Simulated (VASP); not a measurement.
Na2CdSn, 8 atoms in the cell. The structure is hexagonal, space group P6_3/mmc (No. 194). The conventional cell has a = 4.990 Å, b = 4.990 Å, c = 10.111 Å, α = 90.00°, β = 90.00°, γ = 120.00°. Within 4.4 Å of Na (site symmetry 3m) lie 4 Na at 3.32 to 3.41 Å and 3 Cd at 3.35 Å and 4 Sn at 3.35 Å. Cd (site symmetry -6m2) has 3 Sn at 2.88 Å and 6 Na at 3.35 Å within 3.8 Å. Sn (site symmetry -6m2) has 3 Cd at 2.88 Å and 8 Na at 3.35 Å within 3.8 Å. 

```yaml
Program: VASP 6.6.1
Task: single point
Functional: r2SCAN
Potentials_or_basis: VASP PAW PBE potentials, release 64 (Na_pv, Cd, Sn_d)
Cutoff: 550 eV
k_mesh: 1 × 1 × 1
Occupations: fermi-dirac, width 0.05 eV
Spin: no spin polarisation
Dipole_correction: no
Further_INCAR_settings: ALGO = Normal; EDIFF = 1e-06; NBANDS = 50
```

Potentials or basis: VASP PAW PBE potentials, release 64 (Na_pv, Cd, Sn_d).

The run is started by

```bash
$ cat potpaw_PBE.64/Na_pv/POTCAR potpaw_PBE.64/Cd/POTCAR potpaw_PBE.64/Sn_d/POTCAR > POTCAR
$ cp INCAR.step1 INCAR
$ mpirun -np 1 vasp_gam > vasp.out
$ cp INCAR.step2 INCAR
$ mpirun -np 1 vasp_gam > vasp.out
```

Hardware: 1 thread of AMD EPYC 9R45 96-Core Processor (Zen 5), on a shared host.

Question: How long does it take, and how much memory?

Answer: Run time: 59 s on 1 thread of AMD EPYC 9R45 96-Core Processor (Zen 5) (shared host), peak memory 0.36 GiB. Counts: k points 1.
